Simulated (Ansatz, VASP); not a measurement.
# One calculation of HC12, two programs

INCAR

```
SYSTEM = HC12
ALGO = Normal
DIPOL = 0.5 0.5 0.288
EDIFF = 1E-7
ENCUT = 520
GGA = PE
IDIPOL = 3
ISIF = 2
ISMEAR = 0
LASPH = .True.
LCHARG = .False.
LDIPOL = .True.
LREAL = Auto
LWAVE = .False.
NBANDS = 68
NELM = 60
PREC = Accurate
SIGMA = 0.05
```

KPOINTS

```
k-points
0
Gamma
  5 5 1
  0 0 0
```

The input POSCAR:

```
HC12
1.0
    5.0509324483      0.0000000000      0.0000000000
    0.0000000000      5.0509324483      0.0000000000
    0.0000000000      0.0000000000     22.3754933530
C H
24 2
Direct
    0.0000000000      0.2500000000      0.1787670080
    0.0000000000      0.7500000000      0.1787670080
    0.5000000000      0.2500000000      0.1787670080
    0.5000000000      0.7500000000      0.1787670080
    0.0000000000      0.0000000000      0.2186716990
    0.0000000000      0.5000000000      0.2186716990
    0.5000000000      0.0000000000      0.2186716990
    0.5000000000      0.5000000000      0.2186716990
    0.2500000000      0.0000000000      0.2585763899
    0.2500000000      0.5000000000      0.2585763899
    0.7500000000      0.0000000000      0.2585763899
    0.7500000000      0.5000000000      0.2585763899
    0.2500000000      0.2500000000      0.2976014419
    0.2500000000      0.7500000000      0.2976014419
    0.7500000000      0.2500000000      0.2976014419
    0.7500000000      0.7500000000      0.2976014419
    0.0000000000      0.2500000000      0.3394883053
    0.0000000000      0.7500000000      0.3394883053
    0.5000000000      0.2500000000      0.3394883053
    0.5000000000      0.7500000000      0.3394883053
    0.0000000000      0.0000000000      0.3743154719
    0.0000000000      0.5000000000      0.3743154719
    0.5000000000      0.0000000000      0.3743154719
    0.5000000000      0.5000000000      0.3743154719
    0.8169644893      0.3750000000      0.4087281209
    1.1830355107      0.3750000000      0.4087281209
```

Input for Ansatz:

```yaml
crystal:
  lattice:
    - [5.0509324483, 0.0, 0.0]
    - [0.0, 5.0509324483, 0.0]
    - [0.0, 0.0, 22.375493353]
  atoms:
    - { symbol: C, position: [0.0, 0.25, 0.178767008] }
    - { symbol: C, position: [0.0, 0.75, 0.178767008] }
    - { symbol: C, position: [0.5, 0.25, 0.178767008] }
    - { symbol: C, position: [0.5, 0.75, 0.178767008] }
    - { symbol: C, position: [0.0, 0.0, 0.218671699] }
    - { symbol: C, position: [0.0, 0.5, 0.218671699] }
    - { symbol: C, position: [0.5, 0.0, 0.218671699] }
    - { symbol: C, position: [0.5, 0.5, 0.218671699] }
    - { symbol: C, position: [0.25, 0.0, 0.2585763899] }
    - { symbol: C, position: [0.25, 0.5, 0.2585763899] }
    - { symbol: C, position: [0.75, 0.0, 0.2585763899] }
    - { symbol: C, position: [0.75, 0.5, 0.2585763899] }
    - { symbol: C, position: [0.25, 0.25, 0.2976014419] }
    - { symbol: C, position: [0.25, 0.75, 0.2976014419] }
    - { symbol: C, position: [0.75, 0.25, 0.2976014419] }
    - { symbol: C, position: [0.75, 0.75, 0.2976014419] }
    - { symbol: C, position: [0.0, 0.25, 0.3394883053] }
    - { symbol: C, position: [0.0, 0.75, 0.3394883053] }
    - { symbol: C, position: [0.5, 0.25, 0.3394883053] }
    - { symbol: C, position: [0.5, 0.75, 0.3394883053] }
    - { symbol: C, position: [0.0, 0.0, 0.3743154719] }
    - { symbol: C, position: [0.0, 0.5, 0.3743154719] }
    - { symbol: C, position: [0.5, 0.0, 0.3743154719] }
    - { symbol: C, position: [0.5, 0.5, 0.3743154719] }
    - { symbol: H, position: [0.8169644893, 0.375, 0.4087281209] }
    - { symbol: H, position: [1.1830355107, 0.375, 0.4087281209] }
basis:
  ecutwfc: 420
kpoints:
  mp_grid: { grid: [5, 5, 1] }
hamiltonian:
  xc: pbe
  pseudopotentials: { kind: paw, azcp: { folder: soft_1 } }
scf:
  occupations: { method: gaussian, width: 0.05 }
output:
  forces: true
  eigenvalues: true
efield:
  axis: 3
  dipole_correction: true
  ramp_width: 0.04
```

Alike in both runs: task single point; functional PBE; k mesh 5 × 5 × 1; occupations gaussian, width 0.05 eV; no spin polarisation.

|  | VASP | Ansatz |
| --- | --- | --- |
| version | VASP 6.6.1 | Ansatz 0.2.0 |
| potentials or method | VASP PAW PBE potentials, release 64 (C, H), cutoff 520 eV | scalar-relativistic, plane waves, PAW |
| valence electrons in the cell | 98 | 98 |

Ansatz gave:

- gap on the k mesh at the Fermi level (eV): none
- rms of the force components (eV/Å): 1.221

**Question.** Estimate VASP's values.

**Answer.** gap on the k mesh at the Fermi level (eV): none; rms of the force components (eV/Å): 1.220.

Atom by atom the forces differ by 0.012 eV/Å (rms over components). A gap of «none» marks a metal or a gap that the smearing closes. The functional is the same, so the differences come from potentials, cutoffs and numerics.
